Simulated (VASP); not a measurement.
CdSe, 4 atoms in the cell. It takes space group P6_3mc (No. 186, hexagonal). The conventional cell has a = 4.319 Å, b = 4.319 Å, c = 7.041 Å, α = 90.00°, β = 90.00°, γ = 120.00°. Cd (site symmetry 3m) has 4 Se at 2.64 to 2.65 Å within 3.5 Å. Within 3.5 Å of Se (site symmetry 3m) lie 4 Cd at 2.64 to 2.65 Å.  This cell differs from its parent crystal: strain -0.5%.

```yaml
Program: VASP 6.6.1
Task: single point
Functional: r2SCAN
Potentials_or_basis: VASP PAW PBE potentials, release 64 (Cd, Se)
Cutoff: 520 eV
k_mesh: 12 × 12 × 4
Occupations: gaussian, width 0.01 eV
Spin: no spin polarisation
Dipole_correction: no
Further_INCAR_settings: ALGO = Normal; EDIFF = 1e-06; NBANDS = 26
```

Potentials or basis: VASP PAW PBE potentials, release 64 (Cd, Se).

Launch:

```console
$ cat potpaw_PBE.64/Cd/POTCAR potpaw_PBE.64/Se/POTCAR > POTCAR
$ cp INCAR.step1 INCAR
$ mpirun -np 1 vasp_std > vasp.out
$ cp INCAR.step2 INCAR
$ mpirun -np 1 vasp_std > vasp.out
```

Hardware: 1 thread of Intel(R) Xeon(R) 6975P-C (Granite Rapids), on a shared host.

Problem. How long does it take, and how much memory?

Solution. It took 3.6 min on 1 thread of Intel(R) Xeon(R) 6975P-C (Granite Rapids), with other jobs on the host, peak memory 0.33 GiB. Counts: k points 57.
